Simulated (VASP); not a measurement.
A run of VASP 6.6.1 is set up as follows.

Contents of INCAR:

```
SYSTEM = Ge
AGGAC = 1.0
AGGAX = 1.0
ALDAC = 0.0
ALDAX = 1.0
ALGO = Normal
EDIFF = 1E-6
EDIFFG = -0.01
ENCUT = 600
GGA = B5
IBRION = 2
ISIF = 3
ISMEAR = -1
LASPH = .TRUE.
LCHARG = .FALSE.
LREAL = .FALSE.
LWAVE = .FALSE.
NELM = 60
NSW = 80
PREC = Accurate
SIGMA = 0.1
```

File KPOINTS:

```
k-points
0
G
  12 12 7
  0 0 0
```

File POSCAR:

```
Ge
1.0
    3.0076538696      0.0000000000      0.0000000000
   -1.5038269348      2.6047046568      0.0000000000
    0.0000000000      0.0000000000      4.9114987690
Ge
2
Direct
    0.3333333333      0.6666666667      0.2500000000
    0.6666666667      0.3333333333      0.7500000000
```

Potentials or basis: VASP PAW PBE potentials, release 64 (Ge_d).

Launch:

```sh
$ cat potpaw_PBE.64/Ge_d/POTCAR > POTCAR
$ mpirun -np 1 vasp_std > vasp.out
```

Problem. What does it give for the relaxed cell?

Solution. a = 3.185 Å, b = 3.185 Å, c = 4.920 Å, α = 90.00°, β = 90.00°, γ = 120.00°.

Problem. What does it give for the band gap on the k mesh?

Solution. Zero (band 14 reaches 11.15 eV, above the bottom of band 15 at 3.57 eV).

The path:
```csv
step,energy change (eV),largest force (eV/Å),pressure (GPa),volume (Å³)
1,0.0000,0.0000,6.90,38.48
2,-0.1024,0.0000,0.26,43.27
3,-0.1023,0.0000,-0.49,43.73
4,-0.1025,0.0000,-0.16,43.52
5,-0.1064,0.0000,-0.38,43.49
6,-0.1098,0.0000,-0.05,43.37
7,-0.1104,0.0000,-0.06,43.41
8,-0.1105,0.0000,-0.33,43.41
9,-0.1104,0.0000,0.21,43.00
10,-0.1106,0.0000,-0.06,43.24
11,-0.1106,0.0000,0.05,43.19
12,-0.1106,0.0000,-0.02,43.21
```

Caveat: the PAW data sets were made with another functional, which shifts forces and pressure a little.
